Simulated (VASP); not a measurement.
# Zn (P6_3/mmc) in VASP: notebook, part 2 of 2

VASP 6.6.1. Earlier steps stand in the parts before.

## (4) Single point, r2SCAN

This run uses another cell than the first one, of 16.25 Å³/atom.

File POSCAR:

```
Zn
1.0
    2.7223662359      0.0000000000      0.0000000000
   -1.3611831179      2.3576383187      0.0000000000
    0.0000000000      0.0000000000      5.0633972761
Zn
2
Direct
    0.6666666667      0.3333333333      0.7500000000
    0.3333333333      0.6666666667      0.2500000000
```

File INCAR.step1:

```
SYSTEM = Zn
ALGO = Normal
EDIFF = 1E-4
ENCUT = 520
GGA = PE
ISMEAR = -1
LASPH = .True.
LCHARG = .False.
LREAL = .False.
LWAVE = .True.
NBANDS = 19
NELM = 80
PREC = Accurate
SIGMA = 0.05
```

File INCAR.step2:

```
SYSTEM = Zn
ALGO = Normal
EDIFF = 1E-7
ENCUT = 520
ISIF = 2
ISMEAR = -1
ISTART = 1
LASPH = .True.
LCHARG = .False.
LMIXTAU = .True.
LREAL = .False.
LWAVE = .False.
METAGGA = R2SCAN
NBANDS = 19
NELM = 80
PREC = Accurate
SIGMA = 0.05
```

File KPOINTS:

```
k-points
0
Gamma
  11 11 6
  0 0 0
```

Potentials or basis: VASP PAW PBE potentials, release 64 (Zn).

Launch:

```
> cat potpaw_PBE.64/Zn/POTCAR > POTCAR
> cp INCAR.step1 INCAR
> mpirun -np 1 vasp_std > vasp.out
> cp INCAR.step2 INCAR
> mpirun -np 1 vasp_std > vasp.out
```

OUTCAR:

```text
SYSTEM = Zn
   EDIFF = 1E-7
   ENCUT = 520
   ISIF = 2
   ISMEAR = -1
   ISTART = 1
   LASPH = .True.
   LREAL = .False.
   METAGGA = R2SCAN
   NELM = 80
   PREC = Accurate

 ion  position               nearest neighbor table
   1  0.667  0.333  0.750-   2 2.98   2 2.98   2 2.98   2 2.98   2 2.98   2 2.98
   2  0.333  0.667  0.250-   1 2.98   1 2.98   1 2.98   1 2.98   1 2.98   1 2.98

  LATTYP: Found a hexagonal cell.
 ALAT       =     2.7223662359
 C/A-ratio  =     1.8599250936

  Lattice vectors:

 A1 = (   2.7223662359,   0.0000000000,   0.0000000000)
 A2 = (  -1.3611831179,   2.3576383187,   0.0000000000)
 A3 = (   0.0000000000,   0.0000000000,   5.0633972761)

Analysis of symmetry for initial positions (statically):
=====================================================================
 Subroutine PRICEL returns:
 Original cell was already a primitive cell.

 Routine SETGRP: Setting up the symmetry group for a
 hexagonal supercell.

 Subroutine GETGRP returns: Found 24 space group operations
 (whereof 12 operations were pure point group operations)
 out of a pool of 24 trial point group operations.

The static configuration has the point symmetry D_3d.
 The point group associated with its full space group is D_6h.

Analysis of symmetry for dynamics (positions and initial velocities):
=====================================================================
 Subroutine PRICEL returns:
 Original cell was already a primitive cell.

 Routine SETGRP: Setting up the symmetry group for a
 hexagonal supercell.

 Subroutine GETGRP returns: Found 24 space group operations
 (whereof 12 operations were pure point group operations)
 out of a pool of 24 trial point group operations.

The dynamic configuration has the point symmetry D_3d.
 The point group associated with its full space group is D_6h.

 Subroutine INISYM returns: Found 24 space group operations
 (whereof 12 operations are pure point group operations),
[... 110 lines left out ...]
   EFERMI =   0.00;   METHOD = LEGACY
   ISMEAR =    -1;   SIGMA  =   0.05  broadening in eV -4-tet -1-fermi 0-gaus
   EFERMI_NEDOS =   21; number of points for ismear=-14 and -15
   IALGO  =     38    algorithm
   IMIX   =      4    mixing-type and parameters
     AMIX     =   0.40;   BMIX     =  1.00
     AMIX_MAG =   1.60;   BMIX_MAG =  1.00
  volume/ion in A,a.u.               =      16.25       109.66
  Fermi-wavevector in a.u.,A,eV,Ry     =   1.479756  2.796333 29.792360  2.189677
  Thomas-Fermi vector in A             =   2.593874
   LORBIT       =      0    0 simple, 1 ext, 2 COOP (PROOUT), +10 PAW based schemes
   METAGGA = R2SCAN    functional components
   LHFCALC =     F    Hartree Fock is set to
   AEXX    =    0.0000 exact exchange contribution
   IVDW    =     0    specifies the selected vdW correction
   LEPSILON=     F    determine dielectric tensor
   LRPA    =     F    only Hartree local field effects (RPA)
 non-spin polarized calculation
  energy-cutoff  :      520.00
  volume of cell :       32.50
 maximum number of plane-waves:       887
   NGX = 11   NGY = 11   NGZ = 19

 number of electron      23.9999985 magnetization

 Free energy of the ion-electron system (eV)
  ---------------------------------------------------
  ext. energy  EPLUGINS =         0.00000000
  ---------------------------------------------------
  free energy    TOTEN  =       -17.68646298 eV

  energy without entropy =      -17.68219859  energy(sigma->0) =      -17.68433078

 E-fermi :   2.4200     XC(G=0): -12.2293

 val. band max:        2.3774197086   @ k =   0.3636   0.2727   0.3333
 cond. band min:       2.4213670743   @ k =   0.3636   0.2727   0.3333
 fundamental gap:      0.0439473658
 Fermi energy:         2.4199691738

 k-point     1 :       0.0000    0.0000    0.0000
  band No.  band energies     occupation
      1      -7.8014      2.00000
      2      -6.1530      2.00000
      3      -5.5150      2.00000
      4      -5.2967      2.00000
      5      -5.2966      2.00000
      6      -5.2526      2.00000
[... 505 lines left out ...]
      6      -5.2570      2.00000
[... 11 lines left out ...]
     18      17.1697      0.00000
     19      19.3647      0.00000

 [... further k-points ...]

------------------------ aborting loop because EDIFF is reached ----------------------------------------

  FORCE on cell =-STRESS in cart. coord.  units (eV):
  Direction    XX          YY          ZZ          XY          YZ          ZX
  --------------------------------------------------------------------------------------
  -------------------------------------------------------------------------------------
  Total       -1.6935162     -1.6935162     -1.2979068     -0.0000000     -0.0000000      0.0000000
  in kB      -83.4899482    -83.4899482    -63.9864999     -0.0000000     -0.0000000      0.0000000
  external PRESSURE =     -76.9887988 kB  Pullay stress =       0.0000000 kB

 VOLUME and BASIS-vectors are now :
 -----------------------------------------------------------------------------
  energy-cutoff  :      520.00
  volume of cell :       32.50
      direct lattice vectors                 reciprocal lattice vectors
     2.722366236  0.000000000  0.000000000     0.367327506  0.212076634  0.000000000
    -1.361183118  2.357638319  0.000000000     0.000000000  0.424153269  0.000000000
     0.000000000  0.000000000  5.063397276     0.000000000  0.000000000  0.197495860

 POSITION                                       TOTAL-FORCE (eV/Angst)
 -----------------------------------------------------------------------------------
      1.36118      0.78588      3.79755         0.000000     -0.000000      0.000000
     -0.00000      1.57176      1.26585        -0.000000      0.000000      0.000000
 -----------------------------------------------------------------------------------
    total drift:                               -0.000000      0.000000      0.000000

  FREE ENERGIE OF THE ION-ELECTRON SYSTEM (eV)
  ---------------------------------------------------
  free  energy   TOTEN  =       -17.6864629771 eV

  energy  without entropy=      -17.6821985858  energy(sigma->0) =      -17.68433078
```

OUTCAR.step1:

```text
SYSTEM = Zn
   EDIFF = 1E-4
   ENCUT = 520
   GGA = PE
   ISMEAR = -1
   LASPH = .True.
   LREAL = .False.
[... 750 lines left out ...]
      1.36118      0.78588      3.79755        -0.000000     -0.000000      0.000000
     -0.00000      1.57176      1.26585         0.000000      0.000000      0.000000
 -----------------------------------------------------------------------------------
    total drift:                               -0.000000      0.000000      0.000000

  FREE ENERGIE OF THE ION-ELECTRON SYSTEM (eV)
  ---------------------------------------------------
  free  energy   TOTEN  =        -2.1766749544 eV

  energy  without entropy=       -2.1719547640  energy(sigma->0) =       -2.17431486
```

Run time: 3.3 min. Hardware: 1 thread of Intel Xeon 8259CL, shared host; peak memory 0.17 GiB.

What came out:

```yaml
Free_energy: -17.6865 eV
Pressure: -7.7 GPa
Band_gap_on_the_k_mesh: zero (bands 12 and 13 overlap by 4.90 eV)
```

Levels at points of the mesh, in eV from the Fermi level:
| k point | band 10 | band 11 | band 12 | band 13 | band 14 | band 15 |
| --- | --- | --- | --- | --- | --- | --- |
| (0.00, 0.00, 0.00) | -7.20 | -7.20 | -3.34 | -3.09 | 13.79 | 17.30 |
| (0.00, 0.00, 0.50) | -7.28 | -7.28 | -7.28 | 4.70 | 4.70 | 18.97 |

Caveat: the cell stands under tension; the PAW data sets were made with another functional, which shifts forces and pressure a little.

## (5) The runs side by side

```tsv
cell	gap on the mesh (eV)	pressure (GPa)
a = 2.670, b = 2.670, c = 4.966 Å, angles 90.0, 90.0, 120.0°, 2 atoms	none	-4.4
a = 2.688, b = 2.688, c = 4.999 Å, angles 90.0, 90.0, 120.0°, 2 atoms	none	-5.6
a = 2.722, b = 2.722, c = 5.063 Å, angles 90.0, 90.0, 120.0°, 2 atoms	none	-7.7
```

Alike in all rows: task single point; level r2SCAN; potentials or basis VASP PAW PBE potentials, release 64 (Zn); no spin polarisation; k mesh 11 × 11 × 6; cutoff (eV) 520; smearing fermi-dirac 0.05 eV.

Caveats: the cell stands under tension; the PAW data sets were made with another functional, which shifts forces and pressure a little.

Absolute energies hang on the potentials; compare differences alone.
